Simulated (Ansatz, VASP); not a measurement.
## InSb in VASP and in Ansatz

The input INCAR:

```
PREC = Accurate
ENCUT = 520
EDIFF = 1E-7
ISMEAR = -1
SIGMA = 0.05
LREAL = False
LASPH = True
NELM = 80
ALGO = Normal
ISIF = 2
LWAVE = False
LCHARG = False
GGA = PE
NBANDS = 16
```

Contents of KPOINTS:

```
Automatic mesh
0
Gamma
  11 11 11
```

The input POSCAR:

```
InSb
1.0
    0.0000000000      2.5194239464      2.5194239464
    2.5194239464      0.0000000000      2.5194239464
    2.5194239464      2.5194239464      0.0000000000
In Sb
1 1
Direct
    0.0000000000      0.0000000000      0.0000000000
    0.5000000000      0.5000000000      0.5000000000
```

Input for Ansatz:

```yaml
crystal:
  lattice:
    - [0.0, 2.5194239464, 2.5194239464]
    - [2.5194239464, 0.0, 2.5194239464]
    - [2.5194239464, 2.5194239464, 0.0]
  atoms:
    - { symbol: In, position: [0.0, 0.0, 0.0] }
    - { symbol: Sb, position: [0.5, 0.5, 0.5] }
kpoints:
  mp_grid: { grid: [11, 11, 11] }
scf:
  occupations: { method: fermi_dirac, width: 0.05 }
hamiltonian:
  xc: pbe
  pseudopotentials: { kind: all_electron, datasets: crystal }
output:
  forces: true
  stress: true
  eigenvalues: true
```

Change from the starting cell: volume scaled by 0.55, crystal datasets.

Alike in both runs: task single point; functional PBE; k mesh 11 × 11 × 11; occupations fermi-dirac, width 0.05 eV; no spin polarisation.

|  | VASP | Ansatz |
| --- | --- | --- |
| version | VASP 6.6.1 | Ansatz 0.2.0 |
| potentials or method | VASP PAW PBE potentials, release 64 (In_d, Sb), cutoff 520 eV | all-electron PAW with datasets made for the crystal, scalar-relativistic |

```csv
,VASP,Ansatz,Ansatz less VASP
pressure (GPa),121.9,121.5,-0.45
```

Both programs put the cell under a high pressure, so it lies far from rest at this level. Ansatz ran all-electron here, and VASP with PAW potentials.

Spin-orbit coupling is off throughout. Noted on VASP's run: the cell as given lies far from equilibrium.
